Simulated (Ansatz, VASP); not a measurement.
## Two plane-wave programs on Hg2Se

```xyz
3
Lattice="2.1087 1.2174 5.1536 -2.1087 1.2174 5.1536 0.0000 -2.4349 5.1536" Properties=species:S:1:pos:R:3 pbc="T T T"
Hg    0.0000    0.0000   11.9334
Hg    0.0000    0.0000    3.5274
Se    0.0000    0.0000    0.0000
```

Alike in both runs: functional PBE; k mesh 6 × 6 × 6; occupations gaussian, width 0.1 eV; no spin polarisation.

Ansatz relaxed the structure, and its values are those at the end. VASP's run is a single point on that final structure, the one shown.

|  | VASP | Ansatz |
| --- | --- | --- |
| version | VASP 6.6.1 | Ansatz 0.2.0 |
| potentials or method | VASP PAW PBE potentials, release 64 (Hg, Se), cutoff 520 eV | scalar-relativistic, plane waves, PAW |
| valence electrons in the cell | 30 | 56 |

Ansatz gave:

```
gap on the k mesh at the Fermi level (eV) : none
pressure (GPa)                            : -0.1
rms of the force components (eV/Å)        : 0.004
```

**Question.** Which values does VASP return?

**Answer.** gap on the k mesh at the Fermi level (eV): none; pressure (GPa): 0.1; rms of the force components (eV/Å): 0.008.

A gap of «none» marks a metal or a gap that the smearing closes. VASP's potentials hold 30 valence electrons a cell and Ansatz's 56, so a difference there can come from the potentials and not from the codes.

Spin-orbit coupling is off throughout.
